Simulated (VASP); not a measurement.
# CuI (I-4m2) in VASP: settings compared

Aim: see how the results for CuI move with the level of theory and the settings. Levels: PBE, r2SCAN. Tasks: single point.

All numbers are computed with VASP 6.6.1; they aren't measurements. Logs are shortened: lines on timing, memory, paths and dates and some standing lists are left out, and cuts for length are marked.

## (1) The cell of the first run

Symmetry: I-4m2, No. 119, tetragonal system. Conventional cell: a = 4.113 Å, b = 4.113 Å, c = 6.299 Å, α = 90.00°, β = 90.00°, γ = 90.00°. Within 3.4 Å of Cu (site symmetry -4m2) lie 4 I at 2.59 Å. I (site symmetry -4m2) has 4 Cu at 2.59 Å within 3.4 Å.

## (2) Single point, PBE (epitaxial xy strain -3.5%)

The input, INCAR:

```
PREC = Accurate
ENCUT = 520
EDIFF = 1E-6
ISMEAR = -1
SIGMA = 0.02
LREAL = False
LASPH = True
NELM = 100
ALGO = Normal
ISIF = 2
LWAVE = False
LCHARG = False
GGA = PE
NBANDS = 16
```

The input, KPOINTS:

```
regular mesh
0
Gamma
  8 8 8
```

The input, POSCAR:

```
CuI
1.0
    0.0000000000      2.9081141140      3.1494793147
    2.9081141140      0.0000000000      3.1494793147
    2.9081141140      2.9081141140      0.0000000000
Cu I
1 1
Direct
    0.0000000000      0.0000000000      0.0000000000
    0.2500000000      0.2500000000      0.2500000000
```

Potentials or basis: VASP PAW PBE potentials, release 64 (Cu, I).

Command:

```
$ cat potpaw_PBE.64/Cu/POTCAR potpaw_PBE.64/I/POTCAR > POTCAR
$ mpirun -np 1 vasp_std > vasp.out
```

OUTCAR:

```text
PREC = Accurate
   ENCUT = 520
   EDIFF = 1E-6
   ISMEAR = -1
   LREAL = False
   LASPH = True
   NELM = 100
   ISIF = 2
   GGA = PE

 ion  position               nearest neighbor table
   1  0.000  0.000  0.000-   2 2.59   2 2.59   2 2.59   2 2.59
   2  0.250  0.250  0.250-   1 2.59   1 2.59   1 2.59   1 2.59

  LATTYP: Found a body centered tetragonal cell.
 ALAT       =     4.1126944209
 C/A-ratio  =     1.5315892660

  Lattice vectors:

 A1 = (  -2.9081141140,   0.0000000000,   3.1494793147)
 A2 = (   2.9081141140,   0.0000000000,   3.1494793147)
 A3 = (   0.0000000000,   2.9081141140,  -3.1494793147)

Analysis of symmetry for initial positions (statically):
=====================================================================
 Subroutine PRICEL returns:
 Original cell was already a primitive cell.

 Routine SETGRP: Setting up the symmetry group for a
 body centered tetragonal supercell.

 Subroutine GETGRP returns: Found  8 space group operations
 (whereof  8 operations were pure point group operations)
 out of a pool of 16 trial point group operations.

The static configuration has the point symmetry D_2d.

Analysis of symmetry for dynamics (positions and initial velocities):
=====================================================================
 Subroutine PRICEL returns:
 Original cell was already a primitive cell.

 Routine SETGRP: Setting up the symmetry group for a
 body centered tetragonal supercell.

 Subroutine GETGRP returns: Found  8 space group operations
 (whereof  8 operations were pure point group operations)
 out of a pool of 16 trial point group operations.

The dynamic configuration has the point symmetry D_2d.

 Subroutine INISYM returns: Found  8 space group operations
 (whereof  8 operations are pure point group operations),
 and found     1 'primitive' translations

----------------------------------------------------------------------------------------

                                     Primitive cell

  volume of cell :      53.2711

  direct lattice vectors                    reciprocal lattice vectors
     0.000000000  2.908114114  3.149479315    -0.171932730  0.171932730  0.158756401
     2.908114114  0.000000000  3.149479315     0.171932730 -0.171932730  0.158756401
     2.908114114  2.908114114  0.000000000     0.171932730  0.171932730 -0.158756401

  length of vectors
     4.286764241  4.286764241  4.112694421     0.290388227  0.290388227  0.290388227

  position of ions in fractional coordinates (direct lattice)
[... 72 lines left out ...]
   ICHARG =      2    charge: 1-file 2-atom 10-const
   ISPIN  =      1    spin polarized calculation?
   LNONCOLLINEAR =      F non collinear calculations
   LSORBIT =      F    spin-orbit coupling
   LASPH  =      T    aspherical Exc in radial PAW
   ENCUT  =  520.0 eV  38.22 Ry    6.18 a.u.   7.97  7.97  7.65*2*pi/ulx,y,z
   NELM   =    100;   NELMIN=  2; NELMDL= -5     # of ELM steps
   EDIFF  = 0.1E-05   stopping-criterion for ELM
   LREAL  =      F    real-space projection
   EDIFFG = 0.1E-04   stopping-criterion for IOM
   NSW    =      0    number of steps for IOM
   IBRION =     -1    ionic relax: 0-MD 1-quasi-New 2-CG
   NFREE  =      0    steps in history (QN), initial steepest desc. (CG)
   ISIF   =      2    stress and relaxation
   ISYM   =      2    0-nonsym 1-usesym 2-fastsym
   POTIM  = 0.5000    time-step for ionic-motion
   TEBEG  =    0.0;   TEEND  =   0.0 temperature during run
   PSTRESS=    0.0 pullay stress
   NELECT =      18.0000    total number of electrons
   NUPDOWN=      -1.0000    fix difference up-down
   EMIN   =  10.00;   EMAX   =-10.00  energy-range for DOS
   EFERMI =   0.00;   METHOD = LEGACY
   ISMEAR =    -1;   SIGMA  =   0.02  broadening in eV -4-tet -1-fermi 0-gaus
   EFERMI_NEDOS =   21; number of points for ismear=-14 and -15
   IALGO  =     38    algorithm
   IMIX   =      4    mixing-type and parameters
     AMIX     =   0.40;   BMIX     =  1.00
     AMIX_MAG =   1.60;   BMIX_MAG =  1.00
  volume/ion in A,a.u.               =      26.64       179.75
  Fermi-wavevector in a.u.,A,eV,Ry     =   1.140254  2.154769 17.690026  1.300180
  Thomas-Fermi vector in A             =   2.276957
   LORBIT       =      0    0 simple, 1 ext, 2 COOP (PROOUT), +10 PAW based schemes
   GGA     = PE    functional components
   LHFCALC =     F    Hartree Fock is set to
   AEXX    =    0.0000 exact exchange contribution
   IVDW    =     0    specifies the selected vdW correction
   LEPSILON=     F    determine dielectric tensor
   LRPA    =     F    only Hartree local field effects (RPA)
 non-spin polarized calculation
  energy-cutoff  :      520.00
  volume of cell :       53.27
 maximum number of plane-waves:      1452
   NGX = 15   NGY = 15   NGZ = 15

 number of electron      18.0000000 magnetization

 Free energy of the ion-electron system (eV)
  ---------------------------------------------------
  ext. energy  EPLUGINS =         0.00000000
  ---------------------------------------------------
  free energy    TOTEN  =        -5.52826160 eV

  energy without entropy =       -5.52826160  energy(sigma->0) =       -5.52826160

 E-fermi :   5.3997     XC(G=0):  -9.1522

 val. band max:        4.9633123509   @ k =   0.0000   0.0000   0.0000
 cond. band min:       6.1704601457   @ k =   0.0000   0.0000   0.0000
 fundamental gap:      1.2071477947
 Fermi energy:         5.3997059514

 k-point     1 :       0.0000    0.0000    0.0000
  band No.  band energies     occupation
      1      -9.3183      2.00000
      2       1.0267      2.00000
      3       1.1384      2.00000
      4       1.1384      2.00000
      5       2.8481      2.00000
      6       2.9265      2.00000
[... 433 lines left out ...]
      3       0.9405      2.00000
      4       1.1233      2.00000
      5       2.8570      2.00000
      6       2.9199      2.00000
[... 8 lines left out ...]
     15      14.7586      0.00000
     16      15.4489      0.00000

 [... further k-points ...]
[... 5 lines left out ...]
  --------------------------------------------------------------------------------------
  -------------------------------------------------------------------------------------
  Total        0.9342331      0.9342331      0.4270330      0.0000000      0.0000000      0.0000000
  in kB       28.0979223     28.0979223     12.8434118      0.0000000      0.0000000      0.0000000
  external PRESSURE =      23.0130855 kB  Pullay stress =       0.0000000 kB

 VOLUME and BASIS-vectors are now :
 -----------------------------------------------------------------------------
  energy-cutoff  :      520.00
  volume of cell :       53.27
      direct lattice vectors                 reciprocal lattice vectors
     0.000000000  2.908114114  3.149479315    -0.171932730  0.171932730  0.158756401
     2.908114114  0.000000000  3.149479315     0.171932730 -0.171932730  0.158756401
     2.908114114  2.908114114  0.000000000     0.171932730  0.171932730 -0.158756401

 POSITION                                       TOTAL-FORCE (eV/Angst)
 -----------------------------------------------------------------------------------
      0.00000      0.00000      0.00000        -0.000000     -0.000000     -0.000000
      1.45406      1.45406      1.57474         0.000000      0.000000      0.000000
 -----------------------------------------------------------------------------------
    total drift:                               -0.000000     -0.000000     -0.000002

  FREE ENERGIE OF THE ION-ELECTRON SYSTEM (eV)
  ---------------------------------------------------
  free  energy   TOTEN  =        -5.5282615975 eV

  energy  without entropy=       -5.5282615975  energy(sigma->0) =       -5.52826160
```

OSZICAR:

```text
N       E                     dE             d eps       ncg     rms          rms(c)
DAV:   1     0.103514877280E+03    0.10351E+03   -0.79079E+03  1888   0.122E+03
DAV:   2     0.119437354303E+01   -0.10232E+03   -0.93129E+02  2008   0.233E+02
DAV:   3    -0.555279806270E+01   -0.67472E+01   -0.66678E+01  2528   0.653E+01
DAV:   4    -0.576912638179E+01   -0.21633E+00   -0.21627E+00  2656   0.104E+01
DAV:   5    -0.577277002803E+01   -0.36436E-02   -0.36436E-02  2688   0.133E+00    0.565E+00
DAV:   6    -0.569212606414E+01    0.80644E-01   -0.29437E+00  1944   0.471E+01    0.365E+00
DAV:   7    -0.552968575029E+01    0.16244E+00   -0.71200E-01  2048   0.283E+01    0.182E+00
DAV:   8    -0.553067348815E+01   -0.98774E-03   -0.36613E-02  3000   0.275E+00    0.467E-01
DAV:   9    -0.552807236988E+01    0.26011E-02   -0.10311E-02  2384   0.303E+00    0.123E-01
DAV:  10    -0.552825034839E+01   -0.17798E-03   -0.59605E-04  2744   0.250E-01    0.485E-02
DAV:  11    -0.552826250701E+01   -0.12159E-04   -0.23980E-04  2424   0.446E-01    0.271E-02
DAV:  12    -0.552826226774E+01    0.23928E-06   -0.17009E-05  3032   0.625E-02    0.219E-02
DAV:  13    -0.552826115859E+01    0.11091E-05   -0.25084E-06  2480   0.462E-02    0.728E-03
DAV:  14    -0.552826159747E+01   -0.43888E-06   -0.35479E-06  2560   0.481E-02
   1 F= -.55282616E+01 E0= -.55282616E+01  d E =-.120709E-11
```

stdout:

```text
POSCAR found type information on POSCAR CuI
 POSCAR found :  2 types and       2 ions
 scaLAPACK will be used
 LDA part: xc-table for (Slater+PW92), standard interpolation
 POSCAR, INCAR and KPOINTS ok, starting setup
 FFT: planning ... GRIDC
 FFT: planning ... GRID_SOFT
 FFT: planning ... GRID
 WAVECAR not read
 entering main loop
```

Run time: 31 s. Hardware: 1 thread of Intel Xeon Platinum 8259CL at 2.50GHz (Skylake/Cascade Lake), shared host; peak memory 0.21 GiB.

Results:

```yaml
Free_energy: -5.5283 eV
Pressure: 2.3 GPa
Band_gap_on_the_k_mesh: 1.21 eV, direct
```

Caveat: the cell differs from its parent crystal (epitaxial xy strain -3.5%); spin-orbit coupling is left out, which moves the levels of the heavy elements.

## (3) Single point, r2SCAN (epitaxial xy strain -3.5%)

POSCAR is that of step 2.

The input, INCAR.step1:

```
SYSTEM = CuI
PREC = Accurate
ENCUT = 520
ISMEAR = 0
SIGMA = 0.01
LREAL = .False.
LASPH = .True.
NELM = 60
NBANDS = 16
GGA = PE
ALGO = Normal
EDIFF = 1E-4
LWAVE = .True.
LCHARG = .False.
```

The input, INCAR.step2:

```
SYSTEM = CuI
PREC = Accurate
ENCUT = 520
EDIFF = 1E-6
ISMEAR = 0
SIGMA = 0.01
LREAL = .False.
LASPH = .True.
NELM = 60
ALGO = Normal
ISIF = 2
LWAVE = .False.
LCHARG = .True.
METAGGA = R2SCAN
LMIXTAU = .True.
LELF = .True.
LVHAR = .True.
NBANDS = 16
ISTART = 1
```

The input, KPOINTS:

```
regular mesh
0
Gamma
  8 8 8
  0 0 0
```

Potentials or basis: VASP PAW PBE potentials, release 64 (Cu, I).

Command:

```
$ cat potpaw_PBE.64/Cu/POTCAR potpaw_PBE.64/I/POTCAR > POTCAR
$ cp INCAR.step1 INCAR
$ mpirun -np 1 vasp_std > vasp.out
$ cp INCAR.step2 INCAR
$ mpirun -np 1 vasp_std > vasp.out
```

Wall time 1.7 min (1 thread of Intel Xeon Platinum 8259CL at 2.50GHz (Skylake/Cascade Lake), shared host); peak memory 0.22 GiB.

Results (log left out):

```yaml
Free_energy: -35.7767 eV
Pressure: 1.1 GPa
Band_gap_on_the_k_mesh: 1.69 eV, direct
```

Stress tensor (GPa, compression positive):
```
 1.61  0.00  0.00
 0.00  1.61  0.00
 0.00  0.00 -0.04
```

Levels at points of the mesh, in eV from the valence-band top:
| k point | band 5 | band 6 | band 7 | band 8 | band 9 | band 10 | band 11 | band 12 | band 13 | band 14 |
| --- | --- | --- | --- | --- | --- | --- | --- | --- | --- | --- |
| (0.00, 0.00, 0.00) | -2.10 | -2.02 | -0.18 | 0.00 | 0.00 | 1.69 | 5.11 | 5.23 | 5.23 | 8.67 |
| (0.50, 0.00, 0.00) | -2.04 | -2.04 | -1.97 | -0.90 | -0.75 | 2.47 | 5.49 | 6.00 | 7.81 | 9.77 |
| (0.50, 0.50, 0.00) | -2.16 | -2.04 | -1.96 | -1.69 | -1.69 | 3.09 | 3.53 | 9.59 | 10.66 | 10.66 |
| (0.50, 0.00, 0.50) | -2.08 | -2.01 | -1.89 | -1.76 | -1.62 | 2.70 | 2.93 | 10.07 | 10.22 | 10.46 |

Caveat: the cell differs from its parent crystal (epitaxial xy strain -3.5%); the PAW data sets were made with another functional, which shifts forces and pressure a little; spin-orbit coupling is left out, which moves the levels of the heavy elements.
